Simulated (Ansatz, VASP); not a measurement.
# KF in VASP and in Ansatz

```
CELL_PARAMETERS angstrom
-0.05438 2.52697 2.52697
2.52697 -0.05438 2.52697
2.52697 2.52697 -0.05438
ATOMIC_POSITIONS crystal
K 0.00000 0.00000 0.00000
F 0.50000 0.50000 0.50000
```

Alike in both runs: task single point; functional LDA; k mesh 8 × 8 × 8; occupations gaussian, width 0.05 eV; no spin polarisation.

|  | VASP | Ansatz |
| --- | --- | --- |
| version | VASP 6.6.1 | Ansatz 0.2.0 |
| potentials or method | VASP PAW LDA potentials, release 64 (K_sv, F), cutoff 520 eV | scalar-relativistic, plane waves, PAW |
| valence electrons in the cell | 16 | 16 |

|  | VASP | Ansatz | Ansatz less VASP |
| --- | --- | --- | --- |
| gap on the k mesh at the Fermi level (eV) | 6.51 | 6.53 | +0.020 |
| least direct gap on the mesh (eV) | 6.51 | 6.53 | +0.020 |
| pressure (GPa) | 1.8 | 1.5 | -0.30 |
| traceless stress, the component that is largest in VASP (GPa) | 0.24 | 0.25 | +0.009 |

LDA's correlation is that of Perdew and Zunger in VASP and of Perdew and Wang (1992) in Ansatz.
